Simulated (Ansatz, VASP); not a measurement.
Two plane-wave programs on AlCo

```
CELL_PARAMETERS angstrom
2.79368 0.00000 0.00000
0.00000 2.79368 0.00000
0.00000 0.00000 2.79368
ATOMIC_POSITIONS crystal
Al 0.00000 0.00000 0.00000
Co 0.50000 0.50000 0.50000
```

Alike in both runs: task single point; functional PBE; k mesh 14 × 14 × 14; occupations gaussian, width 0.1 eV; no spin polarisation.

|  | VASP | Ansatz |
| --- | --- | --- |
| version | VASP 6.6.1 | Ansatz 0.2.0 |
| potentials or method | VASP PAW PBE potentials, release 64 (Al, Co), cutoff 520 eV | scalar-relativistic, plane waves, PAW |
| valence electrons in the cell | 12 | 20 |

```tsv
	VASP	Ansatz	Ansatz less VASP
gap on the k mesh at the Fermi level (eV)	none	none	-
pressure (GPa)	12.3	12.7	+0.39
```

A gap of «none» marks a metal or a gap that the smearing closes. VASP's potentials hold 12 valence electrons a cell and Ansatz's 20, so a difference there can come from the potentials and not from the codes.
